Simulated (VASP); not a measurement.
Set up this calculation in VASP 6.6.1, as the native input.

```
Task                   : relaxation of cell and atoms
Functional             : LDA
Potentials or basis    : VASP PAW LDA potentials, release 64 (B, N)
Cutoff                 : 600 eV
k mesh                 : 12 × 12 × 12
Occupations            : gaussian, width 0.02 eV
Spin                   : no spin polarisation
Dipole correction      : no
Further INCAR settings : ALGO = Normal; EDIFF = 1e-07; IBRION = 2; EDIFFG = -0.002; NSW = 100; ISIF = 3
```

The structure of BN (eos) lies in POSCAR:

```
BN
1.0
    0.0000000000      1.7899407110      1.7899407110
    1.7899407110      0.0000000000      1.7899407110
    1.7899407110      1.7899407110      0.0000000000
B N
1 1
Direct
    0.0000000000      0.0000000000      0.0000000000
    0.2500000000      0.2500000000      0.2500000000
```

These files were run (other wordings do the same):

INCAR

```
SYSTEM = BN
  ALGO = Normal
  EDIFF = 1E-7
  EDIFFG = -0.002
  ENCUT = 600
  GGA_COMPAT = .FALSE.
  IBRION = 2
  ISIF = 3
  ISMEAR = 0
  LASPH = .TRUE.
  LCHARG = .FALSE.
  LREAL = .FALSE.
  LWAVE = .FALSE.
  NELM = 120
  NELMIN = 4
  NSW = 100
  PREC = Accurate
  SIGMA = 0.02
```

KPOINTS

```
k-points
0
G
  12 12 12
  0 0 0
```

Potentials or basis: VASP PAW LDA potentials, release 64 (B, N).

Run with:

```console
$ cat potpaw_LDA.64/B/POTCAR potpaw_LDA.64/N/POTCAR > POTCAR
$ mpirun -np 1 vasp_std > vasp.out
```

It gave:

```json
{
 "Relaxed volume": "5.75 Å³/atom",
 "Relaxed cell": "a = 2.533 Å, b = 2.533 Å, c = 2.533 Å, α = 60.00°, β = 60.00°, γ = 60.00°",
 "Space group after relaxing (to 0.05 Å)": "F-43m (No. 216)",
 "Energy gained by relaxing": "0.0 meV/atom",
 "Ionic steps": "3",
 "Pressure after relaxing": "0.0 GPa",
 "Band gap on the k mesh": "4.38 eV, indirect (least direct gap 8.81 eV)"
}
```

Run time: 10 s on 1 thread of Intel(R) Xeon(R) Platinum 8375C CPU @ 2.90GHz (Ice Lake), with other jobs on the host, peak memory 0.12 GiB.
